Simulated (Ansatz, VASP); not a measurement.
LaP: VASP beside Ansatz

INCAR

```
SYSTEM = LaP
PREC = Accurate
ENCUT = 520
EDIFF = 1E-6
ISMEAR = -1
SIGMA = 0.03
LREAL = .FALSE.
LASPH = .TRUE.
NELM = 80
ALGO = Normal
ISIF = 2
LWAVE = .FALSE.
LCHARG = .TRUE.
GGA = CA
LELF = .TRUE.
LVHAR = .TRUE.
NBANDS = 15
```

KPOINTS

```
regular mesh
0
G
  10 10 10
  0 0 0
```

File POSCAR:

```
LaP
1.0
    0.0000000000      3.0521427040      3.0521427040
    3.0521427040      0.0000000000      3.0521427040
    3.0521427040      3.0521427040      0.0000000000
La P
1 1
Direct
    0.0000000000      0.0000000000      0.0000000000
    0.5000000000      0.5000000000      0.5000000000
```

Input for Ansatz:

```yaml
crystal:
  lattice:
    - [0.0, 3.052142704, 3.052142704]
    - [3.052142704, 0.0, 3.052142704]
    - [3.052142704, 3.052142704, 0.0]
  atoms:
    - { symbol: La, position: [0.0, 0.0, 0.0] }
    - { symbol: P, position: [0.5, 0.5, 0.5] }
kpoints:
  mp_grid: { grid: [10, 10, 10] }
  band_path:
    path:
      - [0.0, 0.0, 0.0]
      - [0.5, 0.0, 0.5]
      - [0.625, 0.25, 0.625]
      - [0.375, 0.375, 0.75]
      - [0.0, 0.0, 0.0]
      - [0.5, 0.5, 0.5]
      - [0.5, 0.25, 0.75]
      - [0.5, 0.0, 0.5]
    npoints: 5
scf:
  occupations: { method: fermi_dirac, width: 0.03 }
hamiltonian:
  xc: lda
  pseudopotentials: { kind: all_electron, lapw: { basis_error: 0.001 } }
output:
  forces: true
  stress: true
  eigenvalues: true
```

Change from the starting cell: volume scaled by 1.04.

Alike in both runs: task single point; functional LDA; k mesh 10 × 10 × 10; occupations fermi-dirac, width 0.03 eV; no spin polarisation.

|  | VASP | Ansatz |
| --- | --- | --- |
| version | VASP 6.6.1 | Ansatz 0.2.0 |
| potentials or method | VASP PAW LDA potentials, release 64 (La, P), cutoff 520 eV | all-electron LAPW, scalar-relativistic |

|  | VASP | Ansatz | Ansatz less VASP |
| --- | --- | --- | --- |
| pressure (GPa) | -5.7 | -5.7 | +0.05 |

LDA's correlation is that of Perdew and Zunger in VASP and of Perdew and Wang (1992) in Ansatz. Ansatz ran all-electron here, and VASP with PAW potentials.

Spin-orbit coupling is off throughout.
